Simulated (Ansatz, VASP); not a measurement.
## In2As3 in VASP and in Ansatz

File INCAR:

```
SYSTEM = In2As3
  ALGO = Normal
  EDIFF = 1E-7
  EDIFFG = -0.01
  ENCUT = 600
  GGA = PE
  IBRION = 2
  ISIF = 3
  ISMEAR = 0
  LASPH = .True.
  LCHARG = .False.
  LREAL = .False.
  LWAVE = .False.
  NELM = 100
  NSW = 100
  PREC = Accurate
  SIGMA = 0.1
```

KPOINTS

```
k-points
0
Gamma
  8 8 8
  0 0 0
```

File POSCAR:

```
In2As3
1.0
    5.2953939780      0.0000000000      0.0000000000
    0.0000000000      5.2953939780      0.0000000000
    0.0000000000      0.0000000000      5.2953939780
In As
2 3
Direct
    0.5000000000      0.5000000000      0.5000000000
    0.0000000000      0.0000000000      0.0000000000
    0.0000000000      0.5000000000      0.5000000000
    0.5000000000      0.0000000000      0.5000000000
    0.5000000000      0.5000000000      0.0000000000
```

Input for Ansatz:

```yaml
crystal:
  lattice:
    - [5.295393978, 0.0, 0.0]
    - [0.0, 5.295393978, 0.0]
    - [0.0, 0.0, 5.295393978]
  atoms:
    - { symbol: In, position: [0.5, 0.5, 0.5] }
    - { symbol: In, position: [0.0, 0.0, 0.0] }
    - { symbol: As, position: [0.0, 0.5, 0.5] }
    - { symbol: As, position: [0.5, 0.0, 0.5] }
    - { symbol: As, position: [0.5, 0.5, 0.0] }
basis:
  ecutwfc: 420
kpoints:
  mp_grid: { grid: [8, 8, 8] }
hamiltonian:
  xc: pbe
scf:
  occupations: { method: gaussian, width: 0.1 }
output:
  forces: true
  stress: true
  eigenvalues: true
  write_density: true
  write_potential: true
  elf: true
  volumetric_format: npy
relax:
  adjacent_minimum: "off"
  f_tol: 0.01
  max_steps: 80
  cell: { stress_tol: 0.05 }
```

Alike in both runs: task relaxation of cell and atoms; functional PBE; k mesh 8 × 8 × 8; occupations gaussian, width 0.1 eV; no spin polarisation.

|  | VASP | Ansatz |
| --- | --- | --- |
| version | VASP 6.6.1 | Ansatz 0.2.0 |
| potentials or method | VASP PAW PBE potentials, release 64 (In_d, As), cutoff 600 eV | scalar-relativistic, plane waves, PAW |
| valence electrons in the cell | 41 | 71 |

|  | VASP | Ansatz | Ansatz less VASP |
| --- | --- | --- | --- |
| gap on the k mesh at the Fermi level, each at its own relaxed structure (eV) | none | none | - |
| relaxed volume (Å³/atom) | 29.97 | 29.92 | -0.047 |
| relaxed length of the cell vector where the two differ most in proportion (Å) | 5.311 | 5.309 | -0.0028 |

A gap of «none» marks a metal or a gap that the smearing closes. VASP's potentials hold 41 valence electrons a cell and Ansatz's 71, so a difference there can come from the potentials and not from the codes.
